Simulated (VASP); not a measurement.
# NaCl (Fm-3m) in VASP: further runs

Runs on NaCl. Level: PBE. Tasks: single point.

All numbers are computed with VASP 6.6.1; they aren't measurements. Logs are shortened: lines on timing, memory, paths and dates and some standing lists are left out, and cuts for length are marked.

## (1) The cell of the first run

Symmetry: Fm-3m, No. 225, cubic system. Conventional cell: a = 5.210 Å, b = 5.210 Å, c = 5.210 Å, α = 90.00°, β = 90.00°, γ = 90.00°. Na (site symmetry m-3m) has 6 Cl at 2.61 Å within 3.4 Å. Within 3.4 Å of Cl (site symmetry m-3m) lie 6 Na at 2.61 Å.

## (2) Single point, PBE (strain -0.080 along x and y, -0.080 along z)

Contents of INCAR:

```
SYSTEM = NaCl
ALGO = Normal ; EDIFF = 1E-6
ENCUT = 520 ; GGA = PE
ISIF = 2 ; ISMEAR = 0
LASPH = .True. ; LCHARG = .False.
LREAL = .False. ; LWAVE = .False.
NBANDS = 14 ; NELM = 80
PREC = Accurate ; SIGMA = 0.05
```

Contents of KPOINTS:

```
k-points
0
Gamma
  8 8 8
  0 0 0
```

Contents of POSCAR:

```
NaCl
1.0
    0.0000000000      2.6052100000      2.6052100000
    2.6052100000      0.0000000000      2.6052100000
    2.6052100000      2.6052100000      0.0000000000
Na Cl
1 1
Direct
    0.0000000000      0.0000000000      0.0000000000
    0.5000000000      0.5000000000      0.5000000000
```

Potentials or basis: VASP PAW PBE potentials, release 64 (Na_pv, Cl).

Run with:

```console
cat potpaw_PBE.64/Na_pv/POTCAR potpaw_PBE.64/Cl/POTCAR > POTCAR
mpirun -np 1 vasp_std > vasp.out
```

OUTCAR:

```text
SYSTEM = NaCl
   EDIFF = 1E-6
   ENCUT = 520
   GGA = PE
   ISIF = 2
   ISMEAR = 0
   LASPH = .True.
   LREAL = .False.
   NELM = 80
   PREC = Accurate

 ion  position               nearest neighbor table
   1  0.000  0.000  0.000-   2 2.61   2 2.61   2 2.61   2 2.61   2 2.61   2 2.61
   2  0.500  0.500  0.500-   1 2.61   1 2.61   1 2.61   1 2.61   1 2.61   1 2.61

  LATTYP: Found a face centered cubic cell.
 ALAT       =     5.2104200000

  Lattice vectors:

 A1 = (   0.0000000000,   2.6052100000,   2.6052100000)
 A2 = (   2.6052100000,   0.0000000000,   2.6052100000)
 A3 = (   2.6052100000,   2.6052100000,   0.0000000000)

Analysis of symmetry for initial positions (statically):
=====================================================================
 Subroutine PRICEL returns:
 Original cell was already a primitive cell.

 Routine SETGRP: Setting up the symmetry group for a
 face centered cubic supercell.

 Subroutine GETGRP returns: Found 48 space group operations
 (whereof 48 operations were pure point group operations)
 out of a pool of 48 trial point group operations.

The static configuration has the point symmetry O_h .

Analysis of symmetry for dynamics (positions and initial velocities):
=====================================================================
 Subroutine PRICEL returns:
 Original cell was already a primitive cell.

 Routine SETGRP: Setting up the symmetry group for a
 face centered cubic supercell.

 Subroutine GETGRP returns: Found 48 space group operations
 (whereof 48 operations were pure point group operations)
 out of a pool of 48 trial point group operations.

The dynamic configuration has the point symmetry O_h .

 Subroutine INISYM returns: Found 48 space group operations
 (whereof 48 operations are pure point group operations),
 and found     1 'primitive' translations

----------------------------------------------------------------------------------------

                                     Primitive cell

  volume of cell :      35.3637

  direct lattice vectors                    reciprocal lattice vectors
     0.000000000  2.605210000  2.605210000    -0.191923108  0.191923108  0.191923108
     2.605210000  0.000000000  2.605210000     0.191923108 -0.191923108  0.191923108
     2.605210000  2.605210000  0.000000000     0.191923108  0.191923108 -0.191923108

  length of vectors
     3.684323315  3.684323315  3.684323315     0.332420574  0.332420574  0.332420574

  position of ions in fractional coordinates (direct lattice)
     0.000000000  0.000000000  0.000000000
     0.500000000  0.500000000  0.500000000

  ion indices of the primitive-cell ions
   primitive index   ion index
                 1           1
                 2           2

----------------------------------------------------------------------------------------

 KPOINTS: k-points

Automatic generation of k-mesh.
 Grid dimensions read from file:
 generate k-points for:    8    8    8

 Generating k-lattice:

  Cartesian coordinates                     Fractional coordinates (reciprocal lattice)
    -0.023990388  0.023990388  0.023990388     0.125000000  0.000000000  0.000000000
     0.023990388 -0.023990388  0.023990388     0.000000000  0.125000000  0.000000000
     0.023990388  0.023990388 -0.023990388     0.000000000  0.000000000  0.125000000

  Length of vectors
     0.041552572  0.041552572  0.041552572

  Shift w.r.t. Gamma in fractional coordinates (k-lattice)
     0.000000000  0.000000000  0.000000000

 Subroutine IBZKPT returns following result:
 ===========================================

 Found     29 irreducible k-points:

 Following reciprocal coordinates:
            Coordinates               Weight
  0.000000  0.000000  0.000000      1.000000
  0.125000  0.000000  0.000000      8.000000
  0.250000  0.000000  0.000000      8.000000
  0.375000  0.000000  0.000000      8.000000
  0.500000  0.000000  0.000000      4.000000
  0.125000  0.125000  0.000000      6.000000
[... 16 lines left out ...]
  0.500000  0.250000  0.125000     48.000000
 -0.375000  0.250000  0.125000     24.000000
 [... further k-points ...]
   k-points           NKPTS =     29   k-points in BZ     NKDIM =     29   number of bands    NBANDS=     14
   number of dos      NEDOS =    301   number of ions     NIONS =      2
   total plane-waves  NPLWV =  21952
   dimension x,y,z NGX =    28 NGY =   28 NGZ =   28
   dimension x,y,z NGXF=    56 NGYF=   56 NGZF=   56
   ions per type =               1   1
   NGX,Y,Z   is equivalent  to a cutoff of  12.63, 12.63, 12.63 a.u.
   NGXF,Y,Z  is equivalent  to a cutoff of  25.27, 25.27, 25.27 a.u.
 SYSTEM =  NaCl
   PREC   = accura    normal or accurate (medium, high low for compatibility)
   ISTART =      0    job   : 0-new  1-cont  2-samecut
   ICHARG =      2    charge: 1-file 2-atom 10-const
   ISPIN  =      1    spin polarized calculation?
   LNONCOLLINEAR =      F non collinear calculations
   LSORBIT =      F    spin-orbit coupling
   LASPH  =      T    aspherical Exc in radial PAW
   ENCUT  =  520.0 eV  38.22 Ry    6.18 a.u.   6.85  6.85  6.85*2*pi/ulx,y,z
   NELM   =     80;   NELMIN=  2; NELMDL= -5     # of ELM steps
   EDIFF  = 0.1E-05   stopping-criterion for ELM
   LREAL  =      F    real-space projection
   EDIFFG = 0.1E-04   stopping-criterion for IOM
   NSW    =      0    number of steps for IOM
   IBRION =     -1    ionic relax: 0-MD 1-quasi-New 2-CG
   NFREE  =      0    steps in history (QN), initial steepest desc. (CG)
   ISIF   =      2    stress and relaxation
   ISYM   =      2    0-nonsym 1-usesym 2-fastsym
   POTIM  = 0.5000    time-step for ionic-motion
   TEBEG  =    0.0;   TEEND  =   0.0 temperature during run
   PSTRESS=    0.0 pullay stress
   NELECT =      14.0000    total number of electrons
   NUPDOWN=      -1.0000    fix difference up-down
   EMIN   =  10.00;   EMAX   =-10.00  energy-range for DOS
   EFERMI =   0.00;   METHOD = LEGACY
   ISMEAR =     0;   SIGMA  =   0.05  broadening in eV -4-tet -1-fermi 0-gaus
   EFERMI_NEDOS =   21; number of points for ismear=-14 and -15
   IALGO  =     38    algorithm
   IMIX   =      4    mixing-type and parameters
     AMIX     =   0.40;   BMIX     =  1.00
     AMIX_MAG =   1.60;   BMIX_MAG =  1.00
  volume/ion in A,a.u.               =      17.68       119.32
  Fermi-wavevector in a.u.,A,eV,Ry     =   1.202075  2.271592 19.660194  1.444983
  Thomas-Fermi vector in A             =   2.337866
   LORBIT       =      0    0 simple, 1 ext, 2 COOP (PROOUT), +10 PAW based schemes
   GGA     = PE    functional components
   LHFCALC =     F    Hartree Fock is set to
   AEXX    =    0.0000 exact exchange contribution
   IVDW    =     0    specifies the selected vdW correction
   LEPSILON=     F    determine dielectric tensor
   LRPA    =     F    only Hartree local field effects (RPA)
 non-spin polarized calculation
 Gauss-broadening in eV      SIGMA  =   0.05
  energy-cutoff  :      520.00
  volume of cell :       35.36
 maximum number of plane-waves:       961
   NGX = 13   NGY = 13   NGZ = 13

 number of electron      14.0000008 magnetization

 Free energy of the ion-electron system (eV)
  ---------------------------------------------------
  ext. energy  EPLUGINS =         0.00000000
  ---------------------------------------------------
  free energy    TOTEN  =        -6.46630676 eV

  energy without entropy =       -6.46630676  energy(sigma->0) =       -6.46630676

 E-fermi :   1.1084     XC(G=0):  -9.2323

 val. band max:        0.8969158075   @ k =   0.0000   0.0000   0.0000
 cond. band min:       7.0966919821   @ k =   0.0000   0.0000   0.0000
 fundamental gap:      6.1997761746
 Fermi energy:         1.1084402855

 k-point     1 :       0.0000    0.0000    0.0000
  band No.  band energies     occupation
      1     -19.5920      2.00000
      2     -19.5919      2.00000
      3     -19.5919      2.00000
      4     -12.4409      2.00000
      5       0.8969      2.00000
      6       0.8969      2.00000
      7       0.8969      2.00000
      8       7.0967      0.00000
      9      12.1574      0.00000
     10      12.1574      0.00000
     11      12.1574      0.00000
     12      14.6654      0.00000
     13      14.6654      0.00000
     14      16.6686      0.00000

 k-point     2 :       0.1250    0.0000    0.0000
  band No.  band energies     occupation
      1     -19.6054      2.00000
      2     -19.5927      2.00000
      3     -19.5927      2.00000
      4     -12.3496      2.00000
      5       0.3730      2.00000
      6       0.8287      2.00000
      7       0.8287      2.00000
      8       7.6837      0.00000
      9      11.6563      0.00000
     10      12.4170      0.00000
     11      12.4170      0.00000
     12      14.4940      0.00000
     13      14.4940      0.00000
     14      17.8478      0.00000

 k-point     3 :       0.2500    0.0000    0.0000
  band No.  band energies     occupation
      1     -19.6371      2.00000
      2     -19.5944      2.00000
      3     -19.5944      2.00000
      4     -12.1196      2.00000
      5      -0.6642      2.00000
      6       0.6714      2.00000
      7       0.6714      2.00000
      8       8.5441      0.00000
      9      11.5364      0.00000
     10      12.6900      0.00000
     11      12.6900      0.00000
     12      14.8143      0.00000
     13      14.8143      0.00000
     14      18.4421      0.00000
[... 324 lines left out ...]
 k-point    23 :       0.5000    0.2500    0.1250
  band No.  band energies     occupation
      1     -19.6555      2.00000
      2     -19.6124      2.00000
      3     -19.6009      2.00000
      4     -11.7970      2.00000
      5      -1.3125      2.00000
      6      -0.1335      2.00000
      7       0.3345      2.00000
      8       9.8447      0.00000
      9      11.2934      0.00000
     10      11.5444      0.00000
     11      13.6866      0.00000
     12      15.6322      0.00000
     13      18.6331      0.00000
     14      18.9180      0.00000

 k-point    24 :      -0.3750    0.2500    0.1250
  band No.  band energies     occupation
      1     -19.6616      2.00000
      2     -19.6136      2.00000
      3     -19.6031      2.00000
      4     -11.7201      2.00000
      5      -1.4901      2.00000
      6      -0.2509      2.00000
      7       0.2578      2.00000
      8       9.7934      0.00000
      9      11.1936      0.00000
     10      12.3630      0.00000
     11      13.4710      0.00000
     12      16.4646      0.00000
     13      18.1996      0.00000
     14      19.0519      0.00000

 [... further k-points ...]

------------------------ aborting loop because EDIFF is reached ----------------------------------------

  FORCE on cell =-STRESS in cart. coord.  units (eV):
  Direction    XX          YY          ZZ          XY          YZ          ZX
  --------------------------------------------------------------------------------------
  -------------------------------------------------------------------------------------
  Total        2.5959809      2.5959809      2.5959809      0.0000000      0.0000000      0.0000000
  in kB      117.6126035    117.6126035    117.6126035      0.0000000      0.0000000      0.0000000
  external PRESSURE =     117.6126035 kB  Pullay stress =       0.0000000 kB

 VOLUME and BASIS-vectors are now :
 -----------------------------------------------------------------------------
  energy-cutoff  :      520.00
  volume of cell :       35.36
      direct lattice vectors                 reciprocal lattice vectors
     0.000000000  2.605210000  2.605210000    -0.191923108  0.191923108  0.191923108
     2.605210000  0.000000000  2.605210000     0.191923108 -0.191923108  0.191923108
     2.605210000  2.605210000  0.000000000     0.191923108  0.191923108 -0.191923108

 POSITION                                       TOTAL-FORCE (eV/Angst)
 -----------------------------------------------------------------------------------
      0.00000      0.00000      0.00000         0.000000      0.000000      0.000000
      2.60521      2.60521      2.60521        -0.000000     -0.000000     -0.000000
 -----------------------------------------------------------------------------------
    total drift:                                0.000000      0.000000      0.000000

  FREE ENERGIE OF THE ION-ELECTRON SYSTEM (eV)
  ---------------------------------------------------
  free  energy   TOTEN  =        -6.4663067553 eV

  energy  without entropy=       -6.4663067553  energy(sigma->0) =       -6.46630676
```

Wall time 20 s (1 thread of Intel Xeon 8259CL, shared host); peak memory 0.15 GiB.

Results:

| Property | Result |
| --- | --- |
| Free energy | -6.4663 eV |
| Pressure | 11.8 GPa |
| Band gap on the k mesh | 6.20 eV |

Levels at points of the mesh, in eV from the valence-band top:
| k point | band 3 | band 4 | band 5 | band 6 | band 7 | band 8 | band 9 | band 10 | band 11 | band 12 |
| --- | --- | --- | --- | --- | --- | --- | --- | --- | --- | --- |
| (0.00, 0.00, 0.00) | -20.49 | -13.34 | 0.00 | 0.00 | 0.00 | 6.20 | 11.26 | 11.26 | 11.26 | 13.77 |
| (0.50, 0.00, 0.00) | -20.49 | -12.66 | -2.77 | -0.43 | -0.43 | 7.65 | 11.50 | 11.50 | 12.71 | 16.65 |
| (0.50, 0.50, 0.00) | -20.51 | -12.62 | -2.38 | -0.86 | -0.86 | 7.73 | 8.21 | 13.17 | 16.10 | 17.07 |

Caveat: the cell differs from its parent crystal (strain -0.080 along x and y, -0.080 along z); the cell stands under pressure.

## (3) Single point, PBE (strain -0.040 along x and y, -0.040 along z)

Contents of INCAR:

```
  PREC = Accurate
  ENCUT = 520
  EDIFF = 1E-6
  ISMEAR = 0
  SIGMA = 0.05
  LREAL = F
  LASPH = T
  NELM = 80
  ALGO = Normal
  ISIF = 2
  LWAVE = F
  LCHARG = F
  GGA = PE
  NBANDS = 14
```

Contents of KPOINTS:

```
regular mesh
0
Gamma
  8 8 8
```

Contents of POSCAR:

```
NaCl
1.0
    0.0000000000      2.7184800000      2.7184800000
    2.7184800000      0.0000000000      2.7184800000
    2.7184800000      2.7184800000      0.0000000000
Na Cl
1 1
Direct
    0.0000000000      0.0000000000      0.0000000000
    0.5000000000      0.5000000000      0.5000000000
```

Potentials or basis: VASP PAW PBE potentials, release 64 (Na_pv, Cl).

Run with:

```console
cat potpaw_PBE.64/Na_pv/POTCAR potpaw_PBE.64/Cl/POTCAR > POTCAR
mpirun -np 1 vasp_std > vasp.out
```

Run time: 26 s. Hardware: 1 thread of Intel Xeon 8259CL, shared host; peak memory 0.16 GiB.

The run converged. Its results:

```
Free energy            : -6.7018 eV
Pressure               : 4.5 GPa
Band gap on the k mesh : 5.57 eV
```

Levels at points of the mesh, in eV from the valence-band top:
| k point | band 4 | band 5 | band 6 | band 7 | band 8 | band 9 | band 10 | band 11 |
| --- | --- | --- | --- | --- | --- | --- | --- | --- |
| (0.00, 0.00, 0.00) | -12.94 | 0.00 | 0.00 | 0.00 | 5.57 | 11.21 | 11.21 | 11.21 |
| (0.50, 0.00, 0.00) | -12.47 | -2.28 | -0.33 | -0.33 | 7.46 | 11.23 | 11.23 | 11.56 |
| (0.50, 0.50, 0.00) | -12.42 | -1.97 | -0.71 | -0.71 | 7.86 | 7.96 | 12.13 | 15.67 |

Caveat: the cell differs from its parent crystal (strain -0.040 along x and y, -0.040 along z); the cell stands under pressure.

## (4) Single point, PBE (strain +0.040 along x and y, +0.040 along z)

Contents of INCAR:

```
ALGO = Normal
EDIFF = 1E-6
ENCUT = 520
GGA = PE
ISIF = 2
ISMEAR = 0
LASPH = True
LCHARG = False
LREAL = False
LWAVE = False
NBANDS = 14
NELM = 100
PREC = Accurate
SIGMA = 0.05
```

Contents of KPOINTS:

```
k-points
0
Gamma
  8 8 8
```

Contents of POSCAR:

```
NaCl
1.0
    0.0000000000      2.9450200000      2.9450200000
    2.9450200000      0.0000000000      2.9450200000
    2.9450200000      2.9450200000      0.0000000000
Na Cl
1 1
Direct
    0.0000000000      0.0000000000      0.0000000000
    0.5000000000      0.5000000000      0.5000000000
```

Run with:

```console
cat potpaw_PBE.64/Na_pv/POTCAR potpaw_PBE.64/Cl/POTCAR > POTCAR
mpirun -np 1 vasp_std > vasp.out
```

Run time: 17 s. Hardware: 1 thread of Intel Xeon 8259CL, shared host; peak memory 0.17 GiB.

It converged, with:

```yaml
Free_energy: -6.7467 eV
Pressure: -1.9 GPa
Band_gap_on_the_k_mesh: 4.65 eV
```

Levels at points of the mesh, in eV from the valence-band top:
```csv
k point,band 3,band 4,band 5,band 6,band 7,band 8,band 9,band 10,band 11,band 12
"(0.00, 0.00, 0.00)",-21.10,-12.40,0.00,0.00,0.00,4.65,10.96,10.96,10.96,12.96
"(0.50, 0.00, 0.00)",-21.10,-12.18,-1.57,-0.20,-0.20,7.03,9.60,10.63,10.63,14.14
"(0.50, 0.50, 0.00)",-21.11,-12.14,-1.34,-0.48,-0.48,7.14,8.14,10.44,13.65,13.65
```

Caveat: the cell differs from its parent crystal (strain +0.040 along x and y, +0.040 along z). A k mesh can miss the band edges.

## (5) The runs side by side

```csv
cell,gap on the mesh (eV),pressure (GPa)
"a = 3.684 Å, angles 60.0°, 2 atoms",6.20,11.8
"a = 3.845 Å, angles 60.0°, 2 atoms",5.57,4.5
"a = 4.165 Å, angles 60.0°, 2 atoms",4.65,-1.9
```

Alike in all rows: task single point; level PBE; potentials or basis VASP PAW PBE potentials, release 64 (Na_pv, Cl); no spin polarisation; k mesh 8 × 8 × 8; cutoff (eV) 520; smearing gaussian 0.05 eV.

Caveats: the cell stands under pressure (at least some runs).

Absolute energies hang on the potentials; compare differences alone.
